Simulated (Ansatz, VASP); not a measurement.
## SnSe: VASP beside Ansatz

```xyz
2
Lattice="0.0000 3.0100 3.0100 3.0100 0.0000 3.0100 3.0100 3.0100 0.0000" Properties=species:S:1:pos:R:3 pbc="T T T"
Sn    0.0000    0.0000    0.0000
Se    3.0100    3.0100    2.7475
```

Change from the starting cell: all Se atoms moved +0.263 Å, as atom 2 towards its neighbour atom 1 (Sn) at 3.010 Å.

Alike in both runs: task single point; functional r2SCAN; k mesh 10 × 10 × 10; occupations gaussian, width 0.05 eV; no spin polarisation.

|  | VASP | Ansatz |
| --- | --- | --- |
| version | VASP 6.6.1 | Ansatz 0.2.0 |
| potentials or method | VASP PAW PBE potentials, release 64 (Sn_d, Se), cutoff 520 eV | scalar-relativistic, plane waves, PAW |
| valence electrons in the cell | 20 | 30 |

|  | VASP | Ansatz | Ansatz less VASP |
| --- | --- | --- | --- |
| gap on the k mesh at the Fermi level (eV) | 0.72 | 0.72 | -0.004 |
| least direct gap on the mesh (eV) | 0.81 | 0.80 | -0.009 |
| pressure (GPa) | 1.1 | 1.1 | -0.01 |
| traceless stress, the component that is largest in VASP (GPa) | 1.26 | 1.25 | -0.017 |
| rms of the force components (eV/Å) | 0.101 | 0.096 | -0.0053 |

VASP's potentials were made for PBE, not for r2SCAN. Atom by atom the forces differ by 0.005 eV/Å (rms over components). VASP's potentials hold 20 valence electrons a cell and Ansatz's 30, so a difference there can come from the potentials and not from the codes.
